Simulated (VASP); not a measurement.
GaN, 4 atoms in the cell. Symmetry: P6_3mc, No. 186, hexagonal system. The conventional cell has a = 3.180 Å, b = 3.180 Å, c = 5.166 Å, α = 90.00°, β = 90.00°, γ = 120.00°. Within 2.6 Å of Ga (site symmetry 3m) lie 4 N at 1.94 to 1.95 Å. Within 2.6 Å of N (site symmetry 3m) lie 4 Ga at 1.94 to 1.95 Å. 

- Program: VASP 6.6.1
- Task: relaxation of cell and atoms
- Functional: PBEsol
- Potentials or basis: VASP PAW PBE potentials, release 64 (Ga_d, N)
- Cutoff: 600 eV
- k mesh: 10 × 10 × 5
- Occupations: fermi-dirac, width 0.05 eV
- Spin: no spin polarisation
- Target pressure: 10 GPa
- Dipole correction: no
- Further INCAR settings: ALGO = Normal; EDIFF = 1e-06; IBRION = 2; EDIFFG = -0.01; NSW = 80; ISIF = 3

Potentials or basis: VASP PAW PBE potentials, release 64 (Ga_d, N).

The run is started by

```console
$ cat potpaw_PBE.64/Ga_d/POTCAR potpaw_PBE.64/N/POTCAR > POTCAR
$ mpirun -np 1 vasp_std > vasp.out
```

Hardware: 1 thread of AMD EPYC 9R45 96-Core Processor (Zen 5), with other jobs on the host.

Estimate the wall time of this run.

Wall time 2.4 min on 1 thread of AMD EPYC 9R45 96-Core Processor (Zen 5), with other jobs on the host, peak memory 0.18 GiB. Counts: scf iterations 51, k points 42, ion steps 6.
